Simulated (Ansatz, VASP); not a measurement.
**CsCl in VASP and in Ansatz**

```
CELL_PARAMETERS angstrom
4.13683 0.00000 0.00000
0.00000 4.13683 0.00000
0.00000 0.00000 4.13683
ATOMIC_POSITIONS crystal
Cs 0.00000 0.00000 0.00000
Cl 0.50000 0.50000 0.50000
```

Alike in both runs: task single point; functional HSE06; k mesh 4 × 4 × 4; no spin polarisation.

|  | VASP | Ansatz |
| --- | --- | --- |
| version | VASP 6.6.1 | Ansatz 0.2.0 |
| potentials or method | VASP PAW PBE potentials, release 64 (Cs_sv, Cl) | plane waves, PAW |
| plane-wave cutoff (eV) | 400 | 420 |
| occupations | gaussian, width 0.01 eV | fixed |
| valence electrons in the cell | 16 | 16 |

|  | VASP | Ansatz | Ansatz less VASP |
| --- | --- | --- | --- |
| gap on the k mesh at the Fermi level (eV) | 6.53 | 6.54 | +0.013 |
| pressure (GPa) | 0.5 | 0.5 | +0.03 |

Ansatz's warnings: stress exchange threshold loose, stress scf threshold loose.

Neither program's run includes spin-orbit coupling.
